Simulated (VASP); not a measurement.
**Li: relaxation of cell and atoms with PBE**

Li:

```xyz
1
Lattice="-1.7004 1.7004 1.7004 1.7004 -1.7004 1.7004 1.7004 1.7004 -1.7004" Properties=species:S:1:pos:R:3 pbc="T T T"
Li    0.0000    0.0000    0.0000
```

```json
{
 "Program": "VASP 6.6.1",
 "Task": "relaxation of cell and atoms",
 "Functional": "PBE",
 "Potentials or basis": "VASP PAW PBE potentials, release 64 (Li_sv)",
 "Cutoff": "600 eV",
 "k mesh": "16 × 16 × 16",
 "Occupations": "fermi-dirac, width 0.1 eV",
 "Spin": "no spin polarisation",
 "Target pressure": "0.43 GPa",
 "Dipole correction": "no",
 "Further INCAR settings": "ALGO = Normal; EDIFF = 1e-06; IBRION = 2; EDIFFG = -0.005; NSW = 60; ISIF = 3"
}
```

The relaxed volume is 19.54 Å³/atom and the relaxed cell is a = 2.939 Å, b = 2.939 Å, c = 2.939 Å, α = 109.47°, β = 109.47°, γ = 109.47°. The space group after relaxing (to 0.05 Å) is Im-3m (No. 229). The energy change on relaxing (the enthalpy is what falls) is +0.3 meV/atom and the ionic steps are 3. The pressure after relaxing is 0.4 GPa.

The path:
```tsv
step	energy change (eV)	largest force (eV/Å)	pressure (GPa)	volume (Å³)
1	0.0000	0.0000	0.33	19.67
2	0.0001	0.0000	0.36	19.63
3	0.0003	0.0000	0.43	19.54
```

Final structure:
```xyz
1
Lattice="-1.6967 1.6967 1.6967 1.6967 -1.6967 1.6967 1.6967 1.6967 -1.6967" Properties=species:S:1:pos:R:3 pbc="T T T"
Li    0.0000    0.0000    0.0000
```

Levels at points of the mesh, in eV from the Fermi level:
```tsv
k point	band 1	band 2	band 3	band 4
(0.00, 0.00, 0.00)	-46.46	-3.61	15.00	15.00
(0.50, 0.00, 0.00)	-46.44	0.24	3.38	10.63
(0.50, 0.50, 0.50)	-46.42	5.66	5.66	5.66
```

It took 7.3 s on 1 thread of Intel(R) Xeon(R) 6975P-C (Granite Rapids), on a shared host, peak memory 0.13 GiB.

Caveat: the cutoff is under 1.25 times the usual one of these potentials, so pressure, stress and relaxed cells hold a basis-set (Pulay) error; the cell is relaxed towards a set pressure, so the enthalpy falls and the energy may rise.
